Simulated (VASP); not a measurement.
Set up this calculation in VASP 6.6.1, as the native input.

```yaml
Task: single point
Functional: PBE
Potentials_or_basis: VASP PAW PBE potentials, release 64 (Cu, Ni)
Cutoff: 520 eV
k_mesh: 6 × 6 × 6
Occupations: gaussian, width 0.1 eV
Spin: collinear spin, ferromagnetic start
Starting_moments: "[0.0, 2.0, 2.0] μB"
Dipole_correction: no
Further_INCAR_settings: ALGO = Normal; EDIFF = 1e-07; NBANDS = 26
```

The structure of CuNi2 lies in POSCAR:

```
CuNi2
1.0
    0.0000000000      2.5080714417      2.5080714417
    2.5080714417      0.0000000000      2.5080714417
    2.5080714417      2.5080714417      0.0000000000
Cu Ni
1 2
Direct
    0.0000000000      0.0000000000      0.0000000000
    0.2500000000      0.2500000000      0.2500000000
    0.7500000000      0.7500000000      0.7500000000
```

The input as run:

INCAR

```
  PREC = Accurate
  ENCUT = 520
  EDIFF = 1E-7
  ISMEAR = 0
  SIGMA = 0.1
  LREAL = F
  LASPH = T
  NELM = 150
  ALGO = Normal
  ISIF = 2
  LWAVE = F
  LCHARG = F
  ISPIN = 2
  MAGMOM = 0 2 2
  LORBIT = 11
  LMAXMIX = 4
  GGA = PE
  NBANDS = 26
```

KPOINTS

```
regular mesh
0
Gamma
  6 6 6
```

Potentials or basis: VASP PAW PBE potentials, release 64 (Cu, Ni).

The run is started by

```bash
$ cat potpaw_PBE.64/Cu/POTCAR potpaw_PBE.64/Ni/POTCAR > POTCAR
$ mpirun -np 1 vasp_std > vasp.out
```

Results of the run:

```
Pressure                                              : 54.8 GPa
Net moment                                            : 0.94 μB per cell
Site moments                                          : Cu +0.08; Ni +0.43 μB
Valence electrons inside the program's atomic spheres : Cu 10.55; Ni 9.56
```

Caveat: the k points lie up to 0.36 Å⁻¹ apart.

Wall time 32 s on 1 thread of Intel Xeon 6975P-C (shared host), peak memory 0.18 GiB.
